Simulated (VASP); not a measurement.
The system is MgS (Niningerite).

```
S Mg
1.0
     0.00000    2.58419    2.58419
     2.58419    0.00000    2.58419
     2.58419    2.58419    0.00000
S Mg
1 1
Direct
  0.50000 0.50000 0.50000
  0.00000 0.00000 0.00000
```

Base run:

| Item | Value |
| --- | --- |
| Program | VASP 6.6.1 |
| Functional | PBE |
| Potentials or basis | VASP PAW PBE potentials, release 64 (S, Mg) |
| Cutoff | 520 eV |
| k mesh | 9 × 9 × 9 |
| Occupations | fermi-dirac, width 0.05 eV |
| Spin | no spin polarisation |

Its results: band gap on the k mesh 2.95 eV, indirect (least direct gap 3.87 eV); pressure 2.5 GPa.

**Question.** After a change of settings the same cell gave: band gap on the k mesh 3.61 eV, indirect (least direct gap 4.79 eV); pressure 1.2 GPa. Which change was it?
A. functional from PBE to r2SCAN
B. functional from PBE to PBEsol
C. functional from PBE to LDA; potentials or basis from VASP PAW PBE potentials, release 64 (S, Mg) to VASP PAW LDA potentials, release 64 (S, Mg)

**Answer.** A.

r2SCAN gives the wider gap, since meta-GGAs in the generalised Kohn-Sham scheme recover part of the derivative discontinuity.

Caveats: the PAW data sets were made with another functional, which shifts forces and pressure a little (some runs).
